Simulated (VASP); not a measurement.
# Te2Mo (P6_3/mmc) in VASP: notebook, part 2 of 2

VASP 6.6.1.

**5. Relaxation of cell and atoms, revPBE+D4**

This run uses another cell than the first one, of 24.96 Å³/atom, 0.980 times its volume.

Contents of INCAR:

```
SYSTEM = Te2Mo
PREC     = Accurate       ! precision mode
ENCUT    = 600            ! plane-wave cutoff, eV
EDIFF    = 1E-6           ! SCF threshold, eV
ISMEAR   = -1             ! smearing method
SIGMA    = 0.05           ! smearing width, eV
LREAL    = .False.        ! projectors in reciprocal space
LASPH    = .True.         ! aspherical terms in the spheres
NELM     = 80             ! most SCF steps
ALGO     = Normal         ! electronic algorithm
ISIF     = 3              ! what is computed and relaxed
LWAVE    = .False.        ! write WAVECAR
LCHARG   = .False.        ! write CHGCAR
GGA      = RE             ! functional
IVDW     = 13             ! dispersion correction
IBRION   = 2              ! ionic algorithm
NSW      = 60             ! ionic steps
EDIFFG   = -0.01          ! ionic threshold
```

Contents of KPOINTS:

```
Automatic mesh
0
Gamma
  9 9 2
  0 0 0
```

Contents of POSCAR:

```
Te2Mo
1.0
    3.5182000000      0.0000000000      0.0000000000
   -1.7591000000      3.0468505756      0.0000000000
    0.0000000000      0.0000000000     13.9736000000
Te Mo
4 2
Direct
    0.6666666667      0.3333333333      0.3790000000
    0.3333333333      0.6666666667      0.8790000000
    0.6666666667      0.3333333333      0.1210000000
    0.3333333333      0.6666666667      0.6210000000
    0.6666666667      0.3333333333      0.7500000000
    0.3333333333      0.6666666667      0.2500000000
```

Potentials or basis: VASP PAW PBE potentials, release 64 (Te, Mo_sv).

Run with:

```bash
> cat potpaw_PBE.64/Te/POTCAR potpaw_PBE.64/Mo_sv/POTCAR > POTCAR
> mpirun -np 1 vasp_std > vasp.out
```

OUTCAR:

```text
SYSTEM = Te2Mo
   PREC = Accurate
   ENCUT = 600
   EDIFF = 1E-6
   ISMEAR = -1
   LREAL = .False.
   LASPH = .True.
   NELM = 80
   ISIF = 3
   GGA = RE
   IVDW = 13
   IBRION = 2
   NSW = 60
   EDIFFG = -0.01

 ion  position               nearest neighbor table
   1  0.667  0.333  0.379-   6 2.72   6 2.72   6 2.72   3 3.61
   2  0.333  0.667  0.879-   5 2.72   5 2.72   5 2.72   4 3.61
   3  0.667  0.333  0.121-   6 2.72   6 2.72   6 2.72   1 3.61
   4  0.333  0.667  0.621-   5 2.72   5 2.72   5 2.72   2 3.61
   5  0.667  0.333  0.750-   2 2.72   4 2.72   2 2.72   4 2.72   2 2.72   4 2.72
   6  0.333  0.667  0.250-   1 2.72   3 2.72   1 2.72   3 2.72   1 2.72   3 2.72

  LATTYP: Found a hexagonal cell.
 ALAT       =     3.5182000000
 C/A-ratio  =     3.9718037633

  Lattice vectors:

 A1 = (   3.5182000000,   0.0000000000,   0.0000000000)
 A2 = (  -1.7591000000,   3.0468505756,   0.0000000000)
 A3 = (   0.0000000000,   0.0000000000,  13.9736000000)

Analysis of symmetry for initial positions (statically):
=====================================================================
 Subroutine PRICEL returns:
 Original cell was already a primitive cell.

 Routine SETGRP: Setting up the symmetry group for a
 hexagonal supercell.

 Subroutine GETGRP returns: Found 24 space group operations
 (whereof 12 operations were pure point group operations)
 out of a pool of 24 trial point group operations.

The static configuration has the point symmetry D_3d.
 The point group associated with its full space group is D_6h.

Analysis of symmetry for dynamics (positions and initial velocities):
=====================================================================
 Subroutine PRICEL returns:
 Original cell was already a primitive cell.

 Routine SETGRP: Setting up the symmetry group for a
 hexagonal supercell.

 Subroutine GETGRP returns: Found 24 space group operations
 (whereof 12 operations were pure point group operations)
 out of a pool of 24 trial point group operations.

The dynamic configuration has the point symmetry D_3d.
 The point group associated with its full space group is D_6h.

 Subroutine INISYM returns: Found 24 space group operations
 (whereof 12 operations are pure point group operations),
 and found     1 'primitive' translations

[... 113 lines left out ...]
   NUPDOWN=      -1.0000    fix difference up-down
   EMIN   =  10.00;   EMAX   =-10.00  energy-range for DOS
   EFERMI =   0.00;   METHOD = LEGACY
   ISMEAR =    -1;   SIGMA  =   0.05  broadening in eV -4-tet -1-fermi 0-gaus
   EFERMI_NEDOS =   21; number of points for ismear=-14 and -15
   IALGO  =     38    algorithm
   IMIX   =      4    mixing-type and parameters
     AMIX     =   0.40;   BMIX     =  1.00
     AMIX_MAG =   1.60;   BMIX_MAG =  1.00
  volume/ion in A,a.u.               =      24.96       168.47
  Fermi-wavevector in a.u.,A,eV,Ry     =   1.150578  2.174277 18.011787  1.323829
  Thomas-Fermi vector in A             =   2.287241
   LORBIT       =      0    0 simple, 1 ext, 2 COOP (PROOUT), +10 PAW based schemes
   GGA     = RE    functional components
   LHFCALC =     F    Hartree Fock is set to
   AEXX    =    0.0000 exact exchange contribution
   IVDW    =    13    specifies the selected vdW correction
   LEPSILON=     F    determine dielectric tensor
   LRPA    =     F    only Hartree local field effects (RPA)
 conjugate gradient relaxation of ions
 non-spin polarized calculation
  energy-cutoff  :      600.00
  volume of cell :      149.79
 maximum number of plane-waves:      5038
   NGX = 15   NGY = 15   NGZ = 55

--------------------------------------- Ionic step        1  -------------------------------------------

 number of electron      52.0000001 magnetization

 Free energy of the ion-electron system (eV)
  ---------------------------------------------------
  ext. energy  EPLUGINS =         0.00000000
  ---------------------------------------------------
  free energy    TOTEN  =       -33.73382283 eV

  energy without entropy =      -33.73379976  energy(sigma->0) =      -33.73381129

------------------------ aborting loop because EDIFF is reached ----------------------------------------

  DFT-D4 for vdW energy calculation

  Edisp (eV):   -5.38167
[... 117 lines left out ...]
  FREE ENERGIE OF THE ION-ELECTRON SYSTEM (eV)
  ---------------------------------------------------
  free  energy   TOTEN  =       -39.1328539390 eV

  energy  without entropy=      -39.1328283470  energy(sigma->0) =      -39.13284114

[... ionic steps 4 to 9 ...]

--------------------------------------- Ionic step       10  -------------------------------------------

 number of electron      51.9999999 magnetization

------------------------ aborting loop because EDIFF is reached ----------------------------------------
[... 83 lines left out ...]
--------------------------------------- Ionic step       12  -------------------------------------------

 number of electron      51.9999999 magnetization

 Free energy of the ion-electron system (eV)
  ---------------------------------------------------
  ext. energy  EPLUGINS =         0.00000000
  ---------------------------------------------------
  free energy    TOTEN  =       -33.53618574 eV

  energy without entropy =      -33.53601636  energy(sigma->0) =      -33.53610105

 E-fermi :   9.3034     XC(G=0): -10.6966

 val. band max:        8.9939516495   @ k =   0.1111   0.0000   0.0000
 cond. band min:       9.6032080289   @ k =   0.2222   0.2222   0.0000
 fundamental gap:      0.6092563794
 Fermi energy:         9.3033671971

 k-point     1 :       0.0000    0.0000    0.0000
  band No.  band energies     occupation
      1     -51.9000      2.00000
      2     -51.9000      2.00000
      3     -26.0834      2.00000
      4     -26.0833      2.00000
      5     -25.9360      2.00000
      6     -25.9360      2.00000
[... 842 lines left out ...]
  FREE ENERGIE OF THE ION-ELECTRON SYSTEM (eV)
  ---------------------------------------------------
  free  energy   TOTEN  =       -39.1749017490 eV

  energy  without entropy=      -39.1747323709  energy(sigma->0) =      -39.17481706

 reached required accuracy - stopping structural energy minimisation
```

OSZICAR:

```text
N       E                     dE             d eps       ncg     rms          rms(c)
DAV:   1     0.453484273687E+03    0.45348E+03   -0.29162E+04  1688   0.168E+03
[... 116 lines left out ...]
       N       E                     dE             d eps       ncg     rms          rms(c)
DAV:   1    -0.335366919820E+02    0.43398E-02   -0.11698E-02  1593   0.806E-01    0.197E-01
DAV:   2    -0.335364091434E+02    0.28284E-03   -0.53704E-03  1680   0.385E-01    0.112E-01
DAV:   3    -0.335361960387E+02    0.21310E-03   -0.16265E-03  1668   0.155E-01    0.658E-02
DAV:   4    -0.335361889815E+02    0.70572E-05   -0.79746E-05  1621   0.447E-02    0.194E-02
DAV:   5    -0.335361831349E+02    0.58466E-05   -0.46260E-05  1747   0.363E-02    0.171E-02
DAV:   6    -0.335361856166E+02   -0.24817E-05   -0.84828E-06  1598   0.121E-02    0.285E-03
DAV:   7    -0.335361857389E+02   -0.12228E-06   -0.53919E-07   779   0.442E-03
  12 F= -.39174902E+02 E0= -.39174817E+02  d E =-.885245E-05
```

Wall time 23 min (1 thread of Oxide Virtual Turin-like, shared host); peak memory 0.34 GiB.

Results:

```yaml
Free_energy: -39.1749 eV
Relaxed_volume: 23.73 Å³/atom
Relaxed_cell: a = 3.483 Å, b = 3.483 Å, c = 13.551 Å, α = 90.00°, β = 90.00°, γ = 120.00°
Space_group_after_relaxing_to_0.05_Å: P6_3/mmc (No. 194)
Energy_gained_by_relaxing: 9.9 meV/atom
Ionic_steps: 12
Pressure_after_relaxing: 0.0 GPa
Largest_force_after_relaxing: 0.005 eV/Å
Band_gap_on_the_k_mesh: 0.61 eV, indirect (least direct gap 0.95 eV)
Dispersion_energy_per_atom: -0.940 eV
```

Forces on the atoms (eV/Å):
```
Te   0.000  0.000 -0.005
Te   0.000  0.000 -0.005
Te   0.000  0.000  0.005
Te   0.000  0.000  0.005
Mo   0.000  0.000  0.000
Mo   0.000  0.000  0.000
```

The path:
```
step  energy change (eV)  largest force (eV/Å)  pressure (GPa)  volume (Å³)
   1              0.0000                0.2058           -1.16       149.79
   2             -0.0171                0.3840            0.87       145.91
   3             -0.0174                0.3638            0.64       146.33
   4             -0.0316                0.1737            0.17       145.56
   5             -0.0341                0.0835           -0.05       145.18
   6             -0.0344                0.0548           -0.12       145.06
   7             -0.0438                0.0440           -0.11       144.44
   8             -0.0591                0.0054            0.02       142.56
   9             -0.0594                0.0029            0.06       142.26
  10             -0.0594                0.0012            0.05       142.31
  11             -0.0594                0.0119           -0.07       142.51
  12             -0.0594                0.0046            0.00       142.38
```

Final structure:
```
Te Mo
1.0
     3.48316    0.00000    0.00000
    -1.74158    3.01650    0.00000
     0.00000    0.00000   13.55096
Te Mo
4 2
Direct
  0.66667 0.33333 0.38439
  0.33333 0.66667 0.88439
  0.66667 0.33333 0.11561
  0.33333 0.66667 0.61561
  0.66667 0.33333 0.75000
  0.33333 0.66667 0.25000
```

Levels at points of the mesh, in eV from the valence-band top:
| k point | band 24 | band 25 | band 26 | band 27 | band 28 | band 29 |
| --- | --- | --- | --- | --- | --- | --- |
| (0.00, 0.00, 0.00) | -1.04 | -0.10 | -0.01 | 2.85 | 2.85 | 3.03 |
| (0.00, 0.00, 0.50) | -1.06 | -0.03 | -0.03 | 2.89 | 2.89 | 2.89 |

Caveat: the PAW data sets were made with another functional, which shifts forces and pressure a little; spin-orbit coupling is left out, which moves the levels of the heavy elements.

**6. Summary**

```csv
task,level,cell,cutoff (eV),gap on the mesh (eV),pressure (GPa),relaxed volume (Å³/atom),largest force (eV/Å)
single point,PBE,"a = 3.542, b = 3.542, c = 14.066 Å, angles 90.0, 90.0, 120.0°, 6 atoms",520,0.79,0.9,-,0.08
single point,PBE,"a = 3.587, b = 3.587, c = 14.248 Å, angles 90.0, 90.0, 120.0°, 6 atoms",520,0.80,-2.5,-,0.56
relaxation of cell and atoms,revPBE+D3(BJ),"relaxed from a = 3.518, b = 3.518, c = 13.974 Å, angles 90.0, 90.0, 120.0°, 6 atoms",600,0.49,0.0,23.14,-
relaxation of cell and atoms,revPBE+D4,"relaxed from a = 3.518, b = 3.518, c = 13.974 Å, angles 90.0, 90.0, 120.0°, 6 atoms",600,0.61,0.0,23.73,-
```

Alike in all rows: potentials or basis VASP PAW PBE potentials, release 64 (Te, Mo_sv); no spin polarisation; k mesh 9 × 9 × 2; smearing fermi-dirac 0.05 eV.

Caveats: spin-orbit coupling is left out, which moves the levels of the heavy elements; this functional lacks dispersion, which binds the layers, so the pressure and a relaxed spacing across them are unreliable (some runs); the PAW data sets were made with another functional, which shifts forces and pressure a little (some runs).

Total energies depend on the potentials used, so only differences within one code and one set of settings carry meaning.

**7. How close it comes**

Step 2. Measured gap of Te2Mo: 0.88 eV (indirect; 300 K; quoted in “Broadband infrared study of pressure-tunable Fano resonance and metallization transition in 2H-MoTe2”, 2022, pmc:9569381). This calculation gives 0.79 eV (-0.09 eV). Spin-orbit coupling on Mo, Te is left out. The value is that of PBE on a finite k mesh, which can miss the band edges, without temperature or zero-point motion. Semilocal functionals fall short of measured gaps as a rule.

Step 3. Against the measured gap of Te2Mo, 0.88 eV (indirect; 300 K; quoted in “Broadband infrared study of pressure-tunable Fano resonance and metallization transition in 2H-MoTe2”, 2022, pmc:9569381), the calculated 0.80 eV is off by -0.08 eV. Spin-orbit coupling on Mo, Te is left out. The value is that of PBE on a finite k mesh, which can miss the band edges, without temperature or zero-point motion. Semilocal functionals fall short of measured gaps as a rule.
